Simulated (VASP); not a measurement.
A run of VASP 6.6.1 is set up as follows.

The input INCAR:

```
SYSTEM = Ge32H19N
ALGO     = Normal         ! electronic algorithm
EDIFF    = 1E-6           ! SCF threshold, eV
ENCUT    = 520            ! plane-wave cutoff, eV
GGA      = RE             ! functional
ISIF     = 2              ! what is computed and relaxed
ISMEAR   = 0              ! smearing method
IVDW     = 12             ! dispersion correction
LASPH    = .True.         ! aspherical terms in the spheres
LCHARG   = .False.        ! write CHGCAR
LREAL    = Auto         
LWAVE    = .False.        ! write WAVECAR
NBANDS   = 268            ! bands
NELM     = 60             ! most SCF steps
PREC     = Accurate       ! precision mode
SIGMA    = 0.03           ! smearing width, eV
```

The input KPOINTS:

```
k-points
0
Gamma
  1 1 1
  0 0 0
```

File POSCAR:

```
Ge32H19N
1.0
    8.0016200000      8.0016200000      0.0000000000
   -8.0016200000      8.0016200000      0.0000000000
    0.0000000000      0.0000000000     20.9129000000
Ge H N
32 19 1
Direct
   -0.3116030400      0.3132913800      0.3427837100
   -0.1800131100     -0.3066390900      0.3410474200
    0.0448675000     -0.0313232400      0.3839739500
    0.3186772000      0.1916646700      0.3415172000
   -0.0326310900     -0.4644349500      0.3817176100
    0.1970771700     -0.1953826600      0.3495129800
    0.4659074900      0.0328462300      0.3815716000
    0.5406036900     -0.5275329700      0.3812045700
   -0.1191885400      0.3853461400      0.3034134800
   -0.1072994500     -0.1136692400      0.3056212600
    0.1285354500      0.1153524300      0.3019361900
    0.3899336100      0.3850200100      0.3040727100
    0.1135049700     -0.3776158300      0.3018516300
    0.3792686300     -0.1138496700      0.3010590100
    0.6142198100      0.1210309700      0.3038652700
    0.6287020500     -0.3822422600      0.3007152600
    0.0018708600      0.2488179800      0.2354410000
   -0.0003383300     -0.2510783300      0.2292265200
    0.2524494700     -0.0018814500      0.2279505200
    0.4996014200      0.2498135700      0.2292096800
    0.2497157300     -0.4990994200      0.2354178000
    0.5010895000     -0.2500368000      0.2349213700
    0.7510793900      0.0000345500      0.2359402600
    0.7517061000     -0.5020328200      0.2283686300
   -0.1250000000      0.1250000000      0.1644630000
   -0.1250000000     -0.3750000000      0.1644630000
    0.1250000000     -0.1250000000      0.1644630000
    0.3750000000      0.1250000000      0.1644630000
    0.1250000000     -0.6250000000      0.1644630000
    0.3750000000     -0.3750000000      0.1644630000
    0.6250000000     -0.1250000000      0.1644630000
    0.6250000000     -0.6250000000      0.1644630000
   -0.0489780000      0.0489780000      0.1195430000
   -0.2010220000      0.2010220000      0.1195430000
   -0.0489780000     -0.4510220000      0.1195430000
   -0.2010220000     -0.2989780000      0.1195430000
    0.2010220000     -0.2010220000      0.1195430000
    0.0489780000     -0.0489780000      0.1195430000
    0.4510220000      0.0489780000      0.1195430000
    0.2989780000      0.2010220000      0.1195430000
    0.2010220000     -0.7010220000      0.1195430000
    0.0489780000     -0.5489780000      0.1195430000
    0.4510220000     -0.4510220000      0.1195430000
    0.2989780000     -0.2989780000      0.1195430000
    0.7010220000     -0.2010220000      0.1195430000
    0.5489780000     -0.0489780000      0.1195430000
    0.7010220000     -0.7010220000      0.1195430000
    0.5489780000     -0.5489780000      0.1195430000
    0.2058818700     -0.3016232700      0.4650965200
    0.3124359600     -0.1997688500      0.4620224600
    0.3308845300     -0.3293470800      0.4263457100
    0.2700837600     -0.2649506900      0.4369113500
```

Potentials or basis: VASP PAW PBE potentials, release 64 (Ge_d, H, N).

Run with:

```sh
$ cat potpaw_PBE.64/Ge_d/POTCAR potpaw_PBE.64/H/POTCAR potpaw_PBE.64/N/POTCAR > POTCAR
$ mpirun -np 1 vasp_gam > vasp.out
```

Problem. Estimate the dispersion energy per atom.

Solution. -0.269 eV.

Problem. Predict the largest force.

Solution. 0.610 eV/Å.

Forces on the atoms (eV/Å):
```
Ge   0.095  0.003  0.046
Ge  -0.123 -0.016  0.091
Ge  -0.030  0.000  0.096
Ge  -0.102 -0.007  0.058
Ge   0.083  0.007  0.087
Ge   0.008  0.008 -0.089
Ge   0.085 -0.016  0.096
Ge  -0.078  0.003  0.092
Ge   0.042  0.001 -0.032
Ge  -0.029 -0.003 -0.042
Ge  -0.035 -0.014 -0.033
Ge  -0.043  0.003 -0.039
Ge   0.035  0.028 -0.021
Ge   0.025 -0.025 -0.019
Ge   0.036  0.003 -0.041
Ge  -0.042 -0.014 -0.029
Ge  -0.003  0.001  0.005
Ge   0.016  0.038 -0.053
Ge   0.005 -0.015 -0.026
Ge   0.010  0.011 -0.062
Ge   0.000  0.006  0.006
Ge  -0.002  0.000  0.005
Ge   0.004  0.005  0.002
Ge  -0.003 -0.006 -0.057
Ge  -0.143  0.045  0.549
Ge   0.051 -0.012 -0.585
Ge  -0.100 -0.085 -0.499
Ge   0.020 -0.078 -0.605
Ge   0.174 -0.019  0.533
Ge  -0.138  0.047  0.506
Ge   0.180  0.057  0.534
Ge  -0.056 -0.075 -0.548
H    0.001 -0.008  0.016
H    0.110  0.016  0.033
H   -0.076  0.047 -0.047
H    0.113 -0.027 -0.006
H   -0.101 -0.063 -0.009
H    0.074  0.004 -0.044
H   -0.075  0.067 -0.046
H    0.116  0.032 -0.008
H   -0.099  0.013  0.023
H    0.000  0.027  0.034
H   -0.005 -0.009  0.018
H    0.101  0.013  0.023
H   -0.098  0.031  0.021
H   -0.002  0.028  0.036
H   -0.113 -0.057 -0.005
H    0.077  0.005 -0.017
H   -0.001  0.009 -0.010
H   -0.008 -0.030 -0.020
H   -0.014 -0.006 -0.008
N    0.059  0.026  0.090
```

Caveat: the k points lie up to 0.56 Å⁻¹ apart; the PAW data sets were made with another functional, which shifts forces and pressure a little.
